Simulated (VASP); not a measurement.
# V (Im-3m) in VASP: further runs

Runs on V. Level: r2SCAN. Tasks: single point.

All numbers are computed with VASP 6.6.1; they aren't measurements. Logs are shortened: lines on timing, memory, paths and dates and some standing lists are left out, and cuts for length are marked.

## (1) The cell of the first run

The structure is cubic, space group Im-3m (No. 229). The conventional cell has a = 3.026 Å, b = 3.026 Å, c = 3.026 Å, α = 90.00°, β = 90.00°, γ = 90.00°. V (site symmetry m-3m) has 14 V at 2.62 to 3.03 Å within 3.5 Å.

## (2) Single point, r2SCAN, collinear spin, ferromagnetic start

Contents of POSCAR:

```
V
1.0
   -1.5130000000      1.5130000000      1.5130000000
    1.5130000000     -1.5130000000      1.5130000000
    1.5130000000      1.5130000000     -1.5130000000
V
1
Direct
    0.0000000000      0.0000000000      0.0000000000
```

Contents of INCAR.step1:

```
SYSTEM = V
PREC = Accurate
ENCUT = 520
ISMEAR = -1
SIGMA = 0.1
LREAL = .FALSE.
LASPH = .TRUE.
NELM = 150
ISPIN = 2
MAGMOM = 0.54
NUPDOWN = 0.54
LMAXMIX = 4
NBANDS = 16
GGA = PE
ALGO = Normal
EDIFF = 1E-4
LWAVE = .TRUE.
LCHARG = .FALSE.
```

Contents of INCAR.step2:

```
SYSTEM = V
PREC = Accurate
ENCUT = 520
EDIFF = 1E-7
ISMEAR = -1
SIGMA = 0.1
LREAL = .FALSE.
LASPH = .TRUE.
NELM = 150
ALGO = Normal
ISIF = 2
LWAVE = .FALSE.
LCHARG = .FALSE.
ISPIN = 2
MAGMOM = 0.54
LORBIT = 11
NUPDOWN = 0.54
LMAXMIX = 4
METAGGA = R2SCAN
LMIXTAU = .TRUE.
NBANDS = 16
ISTART = 1
```

Contents of KPOINTS:

```
regular mesh
0
G
  12 12 12
  0 0 0
```

Potentials or basis: VASP PAW PBE potentials, release 64 (V_sv).

Run with:

```console
$ cat potpaw_PBE.64/V_sv/POTCAR > POTCAR
$ cp INCAR.step1 INCAR
$ mpirun -np 1 vasp_std > vasp.out
$ cp INCAR.step2 INCAR
$ mpirun -np 1 vasp_std > vasp.out
```

OUTCAR:

```text
SYSTEM = V
   PREC = Accurate
   ENCUT = 520
   EDIFF = 1E-7
   ISMEAR = -1
   LREAL = .FALSE.
   LASPH = .TRUE.
   NELM = 150
   ISIF = 2
   ISPIN = 2
   LORBIT = 11
   NUPDOWN = 0.54
   METAGGA = R2SCAN
   ISTART = 1

 ion  position               nearest neighbor table
   1  0.000  0.000  0.000-

  LATTYP: Found a body centered cubic cell.
 ALAT       =     3.0260000000

  Lattice vectors:

 A1 = (  -1.5130000000,   1.5130000000,   1.5130000000)
 A2 = (   1.5130000000,  -1.5130000000,   1.5130000000)
 A3 = (   1.5130000000,   1.5130000000,  -1.5130000000)

Analysis of symmetry for initial positions (statically):
=====================================================================
 Subroutine PRICEL returns:
 Original cell was already a primitive cell.

 Routine SETGRP: Setting up the symmetry group for a
 body centered cubic supercell.

 Subroutine GETGRP returns: Found 48 space group operations
[... 9 lines left out ...]

 Routine SETGRP: Setting up the symmetry group for a
 body centered cubic supercell.

 Subroutine GETGRP returns: Found 48 space group operations
 (whereof 48 operations were pure point group operations)
 out of a pool of 48 trial point group operations.

The dynamic configuration has the point symmetry O_h .

Analysis of structural, dynamic, and magnetic symmetry:
=====================================================================
 Subroutine PRICEL returns:
 Original cell was already a primitive cell.

 Routine SETGRP: Setting up the symmetry group for a
 body centered cubic supercell.

 Subroutine GETGRP returns: Found 48 space group operations
 (whereof 48 operations were pure point group operations)
 out of a pool of 48 trial point group operations.

The overall configuration has the point symmetry O_h .

 Subroutine INISYM returns: Found 48 space group operations
[... 5 lines left out ...]
                                     Primitive cell

  volume of cell :      13.8541

  direct lattice vectors                    reciprocal lattice vectors
    -1.513000000  1.513000000  1.513000000     0.000000000  0.330469266  0.330469266
     1.513000000 -1.513000000  1.513000000     0.330469266  0.000000000  0.330469266
     1.513000000  1.513000000 -1.513000000     0.330469266  0.330469266  0.000000000

  length of vectors
     2.620592872  2.620592872  2.620592872     0.467354118  0.467354118  0.467354118

  position of ions in fractional coordinates (direct lattice)
     0.000000000  0.000000000  0.000000000

  ion indices of the primitive-cell ions
   primitive index   ion index
                 1           1

----------------------------------------------------------------------------------------

 KPOINTS: regular mesh

Automatic generation of k-mesh.
[... 76 lines left out ...]
   PSTRESS=    0.0 pullay stress
   NELECT =      13.0000    total number of electrons
   NUPDOWN=       0.5400    fix difference up-down
   EMIN   =  10.00;   EMAX   =-10.00  energy-range for DOS
   EFERMI =   0.00;   METHOD = LEGACY
   ISMEAR =    -1;   SIGMA  =   0.10  broadening in eV -4-tet -1-fermi 0-gaus
   EFERMI_NEDOS =   21; number of points for ismear=-14 and -15
   IALGO  =     38    algorithm
   IMIX   =      4    mixing-type and parameters
     AMIX     =   0.40;   BMIX     =  1.00
     AMIX_MAG =   1.60;   BMIX_MAG =  1.00
  volume/ion in A,a.u.               =      13.85        93.49
  Fermi-wavevector in a.u.,A,eV,Ry     =   1.602742  3.028744 34.950411  2.568783
  Thomas-Fermi vector in A             =   2.699515
   LORBIT       =     11    0 simple, 1 ext, 2 COOP (PROOUT), +10 PAW based schemes
   METAGGA = R2SCAN    functional components
   LHFCALC =     F    Hartree Fock is set to
   AEXX    =    0.0000 exact exchange contribution
   IVDW    =     0    specifies the selected vdW correction
   LEPSILON=     F    determine dielectric tensor
   LRPA    =     F    only Hartree local field effects (RPA)
 spin polarized calculation
  energy-cutoff  :      520.00
  volume of cell :       13.85
 maximum number of plane-waves:       384
   NGX =  9   NGY =  9   NGZ =  9

 number of electron      12.9999996 magnetization       0.5400000

 Free energy of the ion-electron system (eV)
  ---------------------------------------------------
  ext. energy  EPLUGINS =         0.00000000
  ---------------------------------------------------
  free energy    TOTEN  =       -14.14083965 eV

  energy without entropy =      -14.09580853  energy(sigma->0) =      -14.11832409

 E-fermi :   9.3686     XC(G=0): -13.8888

 val. band max:        9.4161758890   @ k =  -0.4167   0.4167   0.0833
 cond. band min:       9.3755473847   @ k =  -0.3333   0.4167   0.0833
 fundamental gap:     -0.0406285042
 Fermi energy:         9.4273343662

 spin component 1

 k-point     1 :       0.0000    0.0000    0.0000
  band No.  band energies     occupation
      1     -57.2734      1.00000
      2     -29.4695      1.00000
      3     -29.4694      1.00000
      4     -29.4694      1.00000
      5       2.1404      1.00000
      6       9.4155      0.52955
[... 435 lines left out ...]
      5       6.2923      1.00000
      6       7.7708      1.00000
[... 8 lines left out ...]
     15      39.1838      0.00000
     16      39.6093      0.00000

 [... further k-points ...]

 spin component 2

 k-point     1 :       0.0000    0.0000    0.0000
  band No.  band energies     occupation
      1     -56.7460      1.00000
      2     -28.9427      1.00000
      3     -28.9427      1.00000
      4     -28.9427      1.00000
      5       2.5028      1.00000
      6      10.2132      0.00021
[... 435 lines left out ...]
      5       6.7885      1.00000
      6       8.5070      0.99982
[... 8 lines left out ...]
     15      39.6483      0.00000
     16      40.0553      0.00000

 [... further k-points ...]
[... 5 lines left out ...]
  --------------------------------------------------------------------------------------
  -------------------------------------------------------------------------------------
  Total       -0.4751119     -0.4751119     -0.4751119      0.0000000      0.0000000      0.0000000
  in kB      -54.9451935    -54.9451935    -54.9451935      0.0000000      0.0000000      0.0000000
  external PRESSURE =     -54.9451935 kB  Pullay stress =       0.0000000 kB

 VOLUME and BASIS-vectors are now :
 -----------------------------------------------------------------------------
  energy-cutoff  :      520.00
  volume of cell :       13.85
      direct lattice vectors                 reciprocal lattice vectors
    -1.513000000  1.513000000  1.513000000     0.000000000  0.330469266  0.330469266
     1.513000000 -1.513000000  1.513000000     0.330469266  0.000000000  0.330469266
     1.513000000  1.513000000 -1.513000000     0.330469266  0.330469266  0.000000000

 POSITION                                       TOTAL-FORCE (eV/Angst)
 -----------------------------------------------------------------------------------
      0.00000      0.00000      0.00000         0.000000      0.000000     -0.000000
 -----------------------------------------------------------------------------------
    total drift:                                0.000000     -0.000000      0.000000

  FREE ENERGIE OF THE ION-ELECTRON SYSTEM (eV)
  ---------------------------------------------------
  free  energy   TOTEN  =       -14.1408396513 eV

  energy  without entropy=      -14.0958085276  energy(sigma->0) =      -14.11832409

 total charge

# of ion       s       p       d       tot
------------------------------------------
    1        2.330   6.229   3.014  11.573

 magnetization (x)

# of ion       s       p       d       tot
------------------------------------------
    1        0.006   0.030   0.424   0.459
```

OSZICAR.step1:

```text
N       E                     dE             d eps       ncg     rms          rms(c)
DAV:   1     0.925065756227E+02    0.92507E+02   -0.64611E+03  4664   0.882E+02
DAV:   2    -0.886282949474E+01   -0.10137E+03   -0.97294E+02  5088   0.270E+02
DAV:   3    -0.103671189281E+02   -0.15043E+01   -0.15023E+01  5224   0.360E+01
DAV:   4    -0.103731076031E+02   -0.59887E-02   -0.59886E-02  5488   0.238E+00
DAV:   5    -0.103731606987E+02   -0.53096E-04   -0.53095E-04  5232   0.210E-01    0.175E+01
DAV:   6    -0.901190425369E+01    0.13613E+01   -0.16282E+00  4672   0.221E+01    0.176E+00
DAV:   7    -0.899907965544E+01    0.12825E-01   -0.27631E-02  5112   0.176E+00    0.963E-01
DAV:   8    -0.899107216590E+01    0.80075E-02   -0.46969E-03  5168   0.732E-01    0.604E-01
DAV:   9    -0.899143422537E+01   -0.36206E-03   -0.92126E-04  5296   0.356E-01    0.145E-01
DAV:  10    -0.899150920793E+01   -0.74983E-04   -0.42209E-05  2880   0.562E-02
   1 F= -.89915092E+01 E0= -.89680355E+01  d E =-.469474E-01  mag=     0.5400
```

Wall time 3.7 min (1 thread of Intel Xeon 8259CL, shared host); peak memory 0.15 GiB.

What came out:

| Quantity | Value |
| --- | --- |
| Free energy | -14.1408 eV |
| Pressure | -5.5 GPa |
| Net moment | 0.54 μB per cell |
| Site moments | V +0.46 μB |
| Valence electrons inside the program's atomic spheres | V 11.57 |

Caveat: the PAW data sets were made with another functional, which shifts forces and pressure a little; the total moment is fixed, so each spin has its own Fermi level.

## (3) Single point, r2SCAN, collinear spin, ferromagnetic start

POSCAR is that of step 2.

Contents of INCAR.step1:

```
SYSTEM = V
PREC     = Accurate       ! precision mode
ENCUT    = 520            ! plane-wave cutoff, eV
ISMEAR   = -1             ! smearing method
SIGMA    = 0.1            ! smearing width, eV
LREAL    = .FALSE.        ! projectors in reciprocal space
LASPH    = .TRUE.         ! aspherical terms in the spheres
NELM     = 150            ! most SCF steps
ISPIN    = 2              ! spin polarisation
MAGMOM   = 0.9            ! initial moments
NUPDOWN  = 0.9            ! fixed moment
LMAXMIX  = 4              ! l up to which the mixer works
NBANDS   = 16             ! bands
GGA      = PE             ! functional
ALGO     = Normal         ! electronic algorithm
EDIFF    = 1E-4           ! SCF threshold, eV
LWAVE    = .TRUE.         ! write WAVECAR
LCHARG   = .FALSE.        ! write CHGCAR
```

Contents of INCAR.step2:

```
SYSTEM = V
PREC     = Accurate       ! precision mode
ENCUT    = 520            ! plane-wave cutoff, eV
EDIFF    = 1E-6           ! SCF threshold, eV
ISMEAR   = -1             ! smearing method
SIGMA    = 0.1            ! smearing width, eV
LREAL    = .FALSE.        ! projectors in reciprocal space
LASPH    = .TRUE.         ! aspherical terms in the spheres
NELM     = 150            ! most SCF steps
ALGO     = Normal         ! electronic algorithm
ISIF     = 2              ! what is computed and relaxed
LWAVE    = .FALSE.        ! write WAVECAR
LCHARG   = .TRUE.         ! write CHGCAR
ISPIN    = 2              ! spin polarisation
MAGMOM   = 0.9            ! initial moments
LORBIT   = 11             ! projections on sites
NUPDOWN  = 0.9            ! fixed moment
LMAXMIX  = 4              ! l up to which the mixer works
METAGGA  = R2SCAN         ! meta-GGA
LMIXTAU  = .TRUE.       
LELF     = .TRUE.         ! ELF
LVHAR    = .TRUE.       
NBANDS   = 16             ! bands
ISTART   = 1
```

KPOINTS is that of step 2.

Potentials or basis: VASP PAW PBE potentials, release 64 (V_sv).

Run with:

```console
$ cat potpaw_PBE.64/V_sv/POTCAR > POTCAR
$ cp INCAR.step1 INCAR
$ mpirun -np 1 vasp_std > vasp.out
$ cp INCAR.step2 INCAR
$ mpirun -np 1 vasp_std > vasp.out
```

OUTCAR:

```text
SYSTEM = V
   PREC = Accurate
   ENCUT = 520
   EDIFF = 1E-6
   ISMEAR = -1
   LREAL = .FALSE.
   LASPH = .TRUE.
   NELM = 150
   ISIF = 2
   ISPIN = 2
   LORBIT = 11
   NUPDOWN = 0.9
   METAGGA = R2SCAN
   ISTART = 1

 ion  position               nearest neighbor table
   1  0.000  0.000  0.000-

  LATTYP: Found a body centered cubic cell.
 ALAT       =     3.0260000000

  Lattice vectors:

 A1 = (  -1.5130000000,   1.5130000000,   1.5130000000)
 A2 = (   1.5130000000,  -1.5130000000,   1.5130000000)
 A3 = (   1.5130000000,   1.5130000000,  -1.5130000000)

Analysis of symmetry for initial positions (statically):
=====================================================================
 Subroutine PRICEL returns:
 Original cell was already a primitive cell.

 Routine SETGRP: Setting up the symmetry group for a
 body centered cubic supercell.

 Subroutine GETGRP returns: Found 48 space group operations
[... 9 lines left out ...]

 Routine SETGRP: Setting up the symmetry group for a
 body centered cubic supercell.

 Subroutine GETGRP returns: Found 48 space group operations
 (whereof 48 operations were pure point group operations)
 out of a pool of 48 trial point group operations.

The dynamic configuration has the point symmetry O_h .

Analysis of structural, dynamic, and magnetic symmetry:
=====================================================================
 Subroutine PRICEL returns:
 Original cell was already a primitive cell.

 Routine SETGRP: Setting up the symmetry group for a
 body centered cubic supercell.

 Subroutine GETGRP returns: Found 48 space group operations
 (whereof 48 operations were pure point group operations)
 out of a pool of 48 trial point group operations.

The overall configuration has the point symmetry O_h .

 Subroutine INISYM returns: Found 48 space group operations
[... 5 lines left out ...]
                                     Primitive cell

  volume of cell :      13.8541

  direct lattice vectors                    reciprocal lattice vectors
    -1.513000000  1.513000000  1.513000000     0.000000000  0.330469266  0.330469266
     1.513000000 -1.513000000  1.513000000     0.330469266  0.000000000  0.330469266
     1.513000000  1.513000000 -1.513000000     0.330469266  0.330469266  0.000000000

  length of vectors
[... 109 lines left out ...]
   LEPSILON=     F    determine dielectric tensor
   LRPA    =     F    only Hartree local field effects (RPA)
 spin polarized calculation
  energy-cutoff  :      520.00
  volume of cell :       13.85
 maximum number of plane-waves:       384
   NGX =  9   NGY =  9   NGZ =  9

 number of electron      12.9999996 magnetization       0.8999999

 Free energy of the ion-electron system (eV)
  ---------------------------------------------------
  ext. energy  EPLUGINS =         0.00000000
  ---------------------------------------------------
  free energy    TOTEN  =       -14.09294895 eV

  energy without entropy =      -14.05133326  energy(sigma->0) =      -14.07214110

 E-fermi :   9.3980     XC(G=0): -13.8778

 val. band max:        9.8082770272   @ k =  -0.3333   0.4167   0.2500
 cond. band min:       9.4074785853   @ k =   0.2500   0.0833   0.0000
 fundamental gap:     -0.4007984419
 Fermi energy:         9.8402580715

 spin component 1

 k-point     1 :       0.0000    0.0000    0.0000
  band No.  band energies     occupation
      1     -57.4010      1.00000
      2     -29.5984      1.00000
      3     -29.5984      1.00000
      4     -29.5983      1.00000
      5       2.0112      1.00000
      6       9.1921      0.99847
[... 435 lines left out ...]
      5       6.1398      1.00000
      6       7.5594      1.00000
[... 8 lines left out ...]
     15      39.0531      0.00000
     16      39.4744      0.00000

 [... further k-points ...]

 spin component 2

 k-point     1 :       0.0000    0.0000    0.0000
  band No.  band energies     occupation
      1     -56.5329      1.00000
      2     -28.7329      1.00000
      3     -28.7328      1.00000
      4     -28.7328      1.00000
      5       2.6501      1.00000
      6      10.5077      0.00002
[... 435 lines left out ...]
      5       6.9753      1.00000
      6       8.7807      0.99792
[... 8 lines left out ...]
     15      39.8262      0.00000
     16      40.2166      0.00000

 [... further k-points ...]
[... 5 lines left out ...]
  --------------------------------------------------------------------------------------
  -------------------------------------------------------------------------------------
  Total       -0.1929313     -0.1929313     -0.1929313      0.0000000      0.0000000     -0.0000000
  in kB      -22.3118988    -22.3118988    -22.3118988      0.0000000      0.0000000     -0.0000000
  external PRESSURE =     -22.3118988 kB  Pullay stress =       0.0000000 kB

 VOLUME and BASIS-vectors are now :
 -----------------------------------------------------------------------------
  energy-cutoff  :      520.00
  volume of cell :       13.85
      direct lattice vectors                 reciprocal lattice vectors
    -1.513000000  1.513000000  1.513000000     0.000000000  0.330469266  0.330469266
     1.513000000 -1.513000000  1.513000000     0.330469266  0.000000000  0.330469266
     1.513000000  1.513000000 -1.513000000     0.330469266  0.330469266  0.000000000

 POSITION                                       TOTAL-FORCE (eV/Angst)
 -----------------------------------------------------------------------------------
      0.00000      0.00000      0.00000         0.000000      0.000000     -0.000000
 -----------------------------------------------------------------------------------
    total drift:                                0.000000      0.000000      0.000000

  FREE ENERGIE OF THE ION-ELECTRON SYSTEM (eV)
  ---------------------------------------------------
  free  energy   TOTEN  =       -14.0929489510 eV

  energy  without entropy=      -14.0513332563  energy(sigma->0) =      -14.07214110

 total charge

# of ion       s       p       d       tot
------------------------------------------
    1        2.330   6.234   3.008  11.572

 magnetization (x)

# of ion       s       p       d       tot
------------------------------------------
    1        0.010   0.055   0.693   0.758
```

OUTCAR.step1:

```text
SYSTEM = V
   PREC = Accurate
   ENCUT = 520
   ISMEAR = -1
   LREAL = .FALSE.
   LASPH = .TRUE.
[... 1148 lines left out ...]

 POSITION                                       TOTAL-FORCE (eV/Angst)
 -----------------------------------------------------------------------------------
      0.00000      0.00000      0.00000         0.000000      0.000000      0.000000
 -----------------------------------------------------------------------------------
    total drift:                                0.000000     -0.000000      0.000000

  FREE ENERGIE OF THE ION-ELECTRON SYSTEM (eV)
  ---------------------------------------------------
  free  energy   TOTEN  =        -8.9078285007 eV

  energy  without entropy=       -8.8639101126  energy(sigma->0) =       -8.88586931
```

OSZICAR.step1:

```text
N       E                     dE             d eps       ncg     rms          rms(c)
DAV:   1     0.928048219267E+02    0.92805E+02   -0.64572E+03  4664   0.882E+02
DAV:   2    -0.868376747544E+01   -0.10149E+03   -0.97441E+02  5088   0.270E+02
DAV:   3    -0.101903661279E+02   -0.15066E+01   -0.15050E+01  5224   0.360E+01
DAV:   4    -0.101963620047E+02   -0.59959E-02   -0.59958E-02  5488   0.238E+00
DAV:   5    -0.101964151037E+02   -0.53099E-04   -0.53099E-04  5248   0.210E-01    0.172E+01
DAV:   6    -0.892150173089E+01    0.12749E+01   -0.16586E+00  4704   0.213E+01    0.218E+00
DAV:   7    -0.891348048488E+01    0.80212E-02   -0.44525E-02  5224   0.217E+00    0.105E+00
DAV:   8    -0.890829156888E+01    0.51889E-02   -0.71241E-03  4960   0.891E-01    0.681E-01
DAV:   9    -0.890768148007E+01    0.61009E-03   -0.13371E-03  5312   0.429E-01    0.222E-01
DAV:  10    -0.890781973612E+01   -0.13826E-03   -0.10044E-04  3776   0.860E-02    0.319E-02
DAV:  11    -0.890782850074E+01   -0.87646E-05   -0.24961E-05  2384   0.439E-02
   1 F= -.89078285E+01 E0= -.88858693E+01  d E =-.439184E-01  mag=     0.9000
```

Wall time 2.8 min (1 thread of Intel Xeon 8259CL, shared host); peak memory 0.15 GiB.

What came out:

| Item | Value |
| --- | --- |
| Free energy | -14.0929 eV |
| Pressure | -2.2 GPa |
| Net moment | 0.90 μB per cell |
| Site moments | V +0.76 μB |
| Valence electrons inside the program's atomic spheres | V 11.57 |

Caveat: the PAW data sets were made with another functional, which shifts forces and pressure a little; the total moment is fixed, so each spin has its own Fermi level.
